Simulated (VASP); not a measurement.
A run of VASP 6.6.1:

INCAR

```
PREC = Accurate
ENCUT = 600
EDIFF = 1E-7
ISMEAR = 0
SIGMA = 0.2
LREAL = False
LASPH = True
NELM = 100
ALGO = Normal
ISIF = 3
LWAVE = False
LCHARG = False
GGA = PE
IBRION = 2
NSW = 80
EDIFFG = -0.025
```

KPOINTS

```
Automatic mesh
0
Gamma
  4 4 4
```

File POSCAR:

```
In4SbAs3
1.0
    6.3505600503     -0.0262662966      0.0717418560
   -0.0262662966      6.2348228925     -0.0266155466
   -3.0905221094     -3.1308504058      6.3054115097
In Sb As
4 1 3
Direct
    0.3795400673      0.8792471276      0.2641262886
    0.8746108762      0.3841249366      0.2591492606
    0.1041060653      0.1304044566      0.7466595657
    0.6212475221      0.5929940962      0.7247426010
   -0.0060207526     -0.0292830607     -0.0046611152
    0.2711181634      0.7653087174      0.5030031725
    0.7563876725      0.2572857104      0.5127431356
    0.4990103859      0.5199180159     -0.0057629086
```

Potentials or basis: VASP PAW PBE potentials, release 64 (In_d, Sb, As).

Launch:

```bash
$ cat potpaw_PBE.64/In_d/POTCAR potpaw_PBE.64/Sb/POTCAR potpaw_PBE.64/As/POTCAR > POTCAR
$ mpirun -np 1 vasp_std > vasp.out
```

Hardware: 1 thread of Intel(R) Xeon(R) Platinum 8259CL CPU @ 2.50GHz (Skylake/Cascade Lake), with other jobs on the host.

Question: How long does it take, and how much memory?

Answer: Run time: 3.1 h on 1 thread of Intel(R) Xeon(R) Platinum 8259CL CPU @ 2.50GHz (Skylake/Cascade Lake), on a shared host, peak memory 0.76 GiB. Counts: scf iterations 151, k points 36, ion steps 16.
